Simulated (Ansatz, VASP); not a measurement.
SnO in VASP and in Ansatz

Contents of INCAR:

```
ALGO = Normal
EDIFF = 1E-6
ENCUT = 520
GGA = PE
ISIF = 2
ISMEAR = -1
LASPH = True
LCHARG = False
LREAL = False
LWAVE = False
NBANDS = 17
NELM = 100
PREC = Accurate
SIGMA = 0.02
```

The input KPOINTS:

```
k-points
0
Gamma
  6 6 6
```

The input POSCAR:

```
SnO
1.0
    0.0000000000      2.7923109518      2.7923109518
    2.7923109518      0.0000000000      2.7923109518
    2.7923109518      2.7923109518      0.0000000000
Sn O
1 1
Direct
    0.0000000000      0.0000000000      0.0000000000
    0.2500000000      0.2500000000      0.2500000000
```

Input for Ansatz:

```yaml
crystal:
  lattice:
    - [0.0, 2.7923109518, 2.7923109518]
    - [2.7923109518, 0.0, 2.7923109518]
    - [2.7923109518, 2.7923109518, 0.0]
  atoms:
    - { symbol: Sn, position: [0.0, 0.0, 0.0] }
    - { symbol: O, position: [0.25, 0.25, 0.25] }
kpoints:
  mp_grid: { grid: [6, 6, 6] }
hamiltonian:
  xc: pbe
scf:
  occupations: { method: fermi_dirac, width: 0.02 }
  n_extra_bands: 4
output:
  forces: true
  stress: true
  eigenvalues: true
```

Alike in both runs: task single point; functional PBE; k mesh 6 × 6 × 6; occupations fermi-dirac, width 0.02 eV; no spin polarisation.

```csv
,VASP,Ansatz
version,VASP 6.6.1,Ansatz 0.2.0
potentials or method,"VASP PAW PBE potentials, release 64 (Sn_d, O)","plane waves, PAW"
plane-wave cutoff (eV),520,420
valence electrons in the cell,20,20
```

|  | VASP | Ansatz | Ansatz less VASP |
| --- | --- | --- | --- |
| pressure (GPa) | -3.2 | -3.2 | +0.01 |

The functional is the same, so the differences come from potentials, cutoffs and numerics.
